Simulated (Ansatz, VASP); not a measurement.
AlIn3Sb2N2 in VASP and in Ansatz

```
Al In Sb N
1.0
     3.28472   -0.04096    0.00517
     1.67392    2.82392    0.01572
    -0.05568   -0.10360   18.09739
Al In Sb N
1 3 2 2
Direct
  0.62533 0.62499 0.97595
  0.29223 0.29245 0.12994
  0.29317 0.29210 0.47840
  0.29152 0.29063 0.82122
  0.29046 0.29284 0.30756
  0.28999 0.29093 0.66051
  0.29183 0.29185 0.00489
  0.62548 0.62422 0.87154
```

Change from the starting cell: cell x1, atoms moved at random (sigma 0.15 Å) and cell strained at random (1.5 %), then relaxed without symmetry.

Alike in both runs: functional PBE; k mesh 8 × 8 × 2; occupations gaussian, width 0.2 eV; no spin polarisation.

Ansatz relaxed the structure, and its values are those at the end. VASP's run is a single point on that final structure, the one shown.

|  | VASP | Ansatz |
| --- | --- | --- |
| version | VASP 6.6.1 | Ansatz 0.2.0 |
| potentials or method | VASP PAW PBE potentials, release 64 (Al, In_d, Sb, N), cutoff 520 eV | scalar-relativistic, plane waves, PAW |
| valence electrons in the cell | 62 | 82 |

VASP gave:

* gap on the k mesh at the Fermi level (eV): none
* pressure (GPa): 0.0
* rms of the force components (eV/Å): 0.006

Estimate Ansatz's values.

gap on the k mesh at the Fermi level (eV): none; pressure (GPa): 0.0; rms of the force components (eV/Å): 0.002.

A gap of «none» marks a metal or a gap that the smearing closes. The functional is the same, so the differences come from potentials, cutoffs and numerics. VASP's potentials hold 62 valence electrons a cell and Ansatz's 82, so a difference there can come from the potentials and not from the codes.

Neither program's run includes spin-orbit coupling.
